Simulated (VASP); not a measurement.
A run of VASP 6.6.1:

Contents of INCAR:

```
SYSTEM = TiO2
ALGO     = Normal         ! electronic algorithm
EDIFF    = 1E-6           ! SCF threshold, eV
ENCUT    = 520            ! plane-wave cutoff, eV
GGA      = PS             ! functional
ISIF     = 2              ! what is computed and relaxed
ISMEAR   = 0              ! smearing method
ISYM     = 0            
LASPH    = .True.         ! aspherical terms in the spheres
LCHARG   = .True.         ! write CHGCAR
LELF     = .True.         ! ELF
LREAL    = .False.        ! projectors in reciprocal space
LVHAR    = .True.       
LWAVE    = .False.        ! write WAVECAR
NBANDS   = 60             ! bands
NELM     = 80             ! most SCF steps
PREC     = Accurate       ! precision mode
SIGMA    = 0.05           ! smearing width, eV
```

Contents of KPOINTS:

```
k-points
0
Gamma
  7 7 3
  0 0 0
```

File POSCAR:

```
TiO2
1.0
   -3.7706690430      0.0000000000      0.0000000000
    0.0000000000     -3.7706690430      0.0000000000
    0.0000000000     -1.8853345215      9.5463353711
Ti O
4 8
Direct
    0.0000000000     -0.4375000000      0.8750000000
    0.5000000000      0.3125000000      0.3750000000
    0.5000000000     -0.3125000000      0.6250000000
    0.0000000000      0.4375000000      0.1250000000
    0.5000000000      0.2086901668      0.5826196664
    1.0000000000      0.9586901668      0.0826196664
    0.5000000000     -0.4163098332      0.8326196664
    1.0000000000      0.3336901668      0.3326196664
    0.5000000000     -0.2086901668      0.4173803336
    0.0000000000      0.0413098332      0.9173803336
    0.0000000000     -0.3336901668      0.6673803336
    0.5000000000      0.4163098332      0.1673803336
```

Potentials or basis: VASP PAW PBE potentials, release 64 (Ti_sv, O).

The run is started by

```console
$ cat potpaw_PBE.64/Ti_sv/POTCAR potpaw_PBE.64/O/POTCAR > POTCAR
$ mpirun -np 1 vasp_std > vasp.out
```

Hardware: 1 thread of Intel(R) Xeon(R) 6975P-C (Granite Rapids) (shared host).

**Question.** How long does it take, and how much memory?

**Answer.** Run time: 5.9 min on 1 thread of Intel(R) Xeon(R) 6975P-C (Granite Rapids), on a shared host, peak memory 0.51 GiB. Counts: scf iterations 19, k points 74.
